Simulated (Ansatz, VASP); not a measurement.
Two plane-wave programs on BeTe

Contents of POSCAR:

```
BeTe
1.0
    2.7082972216      2.7082972216      0.0000000000
   -2.7082972216      2.7082972216      0.0000000000
    0.0000000000      2.7082972216      2.7082972216
Be Te
1 1
Direct
    0.0000000000      0.0000000000      0.0000000000
    0.7500000000      0.2500000000      0.5000000000
```

Contents of INCAR.step1:

```
SYSTEM = BeTe
PREC = Accurate ; ENCUT = 520
ISMEAR = 0 ; SIGMA = 0.01
LREAL = .FALSE. ; LASPH = .TRUE.
NELM = 60 ; NBANDS = 11
GGA = PE ; ALGO = Normal
EDIFF = 1E-4 ; LWAVE = .TRUE.
LCHARG = .FALSE.
```

INCAR.step2

```
SYSTEM = BeTe
PREC = Accurate ; ENCUT = 520
EDIFF = 1E-7 ; ISMEAR = 0
SIGMA = 0.01 ; LREAL = .FALSE.
LASPH = .TRUE. ; NELM = 60
ALGO = Normal ; ISIF = 2
LWAVE = .FALSE. ; LCHARG = .FALSE.
METAGGA = R2SCAN ; LMIXTAU = .TRUE.
NBANDS = 11 ; ISTART = 1
```

KPOINTS

```
regular mesh
0
G
  8 8 8
  0 0 0
```

Input for Ansatz:

```yaml
crystal:
  lattice:
    - [2.70829722162, 2.70829722162, 0.0]
    - [-2.70829722162, 2.70829722162, 0.0]
    - [0.0, 2.70829722162, 2.70829722162]
  atoms:
    - { symbol: Be, position: [0.0, 0.0, 0.0] }
    - { symbol: Te, position: [0.75, 0.25, 0.5] }
kpoints:
  mp_grid: { grid: [8, 8, 8] }
scf:
  occupations: { method: fixed }
  convergence: { dr2_threshold: 1.0e-10 }
hamiltonian:
  xc: r2scan
  pseudopotentials: { kind: paw }
output:
  forces: true
  stress: true
  eigenstates:
    kpoints:
      - [0.0, 0.0, 0.0]
      - [-0.5, 0.5, 0.0]
      - [-0.5, -0.5, -0.5]
      - [0.0, 0.0, -0.5]
      - [0.0, -0.5, -0.5]
      - [0.0, 0.5, 0.0]
      - [-0.5, 0.0, 0.0]
      - [-0.5, 0.0, -0.5]
  eigenvalues: true
```

Alike in both runs: task single point; functional r2SCAN; k mesh 8 × 8 × 8; no spin polarisation.

```csv
,VASP,Ansatz
version,VASP 6.6.1,Ansatz 0.2.0
potentials or method,"VASP PAW PBE potentials, release 64 (Be, Te)","PAW with Ansatz's default frozen-core files, scalar-relativistic"
plane-wave cutoff (eV),520,500
occupations,"gaussian, width 0.01 eV",fixed
valence electrons in the cell,8,18
```

|  | VASP | Ansatz | Ansatz less VASP |
| --- | --- | --- | --- |
| gap on the k mesh at the Fermi level (eV) | 2.01 | 2.03 | +0.014 |
| pressure (GPa) | 10.3 | 10.0 | -0.29 |

VASP's potentials were made for PBE, not for r2SCAN. VASP's potentials hold 8 valence electrons a cell and Ansatz's 18, so a difference there can come from the potentials and not from the codes.

Neither program's run includes spin-orbit coupling.
